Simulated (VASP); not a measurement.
Input of a VASP 6.6.1 run:

The input INCAR:

```
SYSTEM = Mo4N
PREC = Accurate
ENCUT = 520
EDIFF = 1E-6
ISMEAR = 0
SIGMA = 0.1
LREAL = .FALSE.
LASPH = .TRUE.
NELM = 80
ALGO = Normal
ISIF = 2
LWAVE = .FALSE.
LCHARG = .TRUE.
GGA = PE
LELF = .TRUE.
LVHAR = .TRUE.
NBANDS = 38
```

KPOINTS

```
Automatic mesh
0
G
  10 10 10
  0 0 0
```

POSCAR

```
Mo4N
1.0
    4.2094473060      0.0000000000      0.0000000000
    0.0000000000      4.2094473060      0.0000000000
    0.0000000000      0.0000000000      4.2094473060
Mo N
4 1
Direct
    0.2360462633      0.2360462633      0.2360462633
    0.7639537367      0.7639537367      0.2360462633
    0.7639537367      0.2360462633      0.7639537367
    0.2360462633      0.7639537367      0.7639537367
    0.5000000000      0.5000000000      0.5000000000
```

Potentials or basis: VASP PAW PBE potentials, release 64 (Mo_sv, N).

Command:

```console
$ cat potpaw_PBE.64/Mo_sv/POTCAR potpaw_PBE.64/N/POTCAR > POTCAR
$ mpirun -np 1 vasp_std > vasp.out
```

(1) What does it give for the largest force?

(2) Predict the pressure.

## Answers

(1) 0.014 eV/Å.

(2) 0.4 GPa.
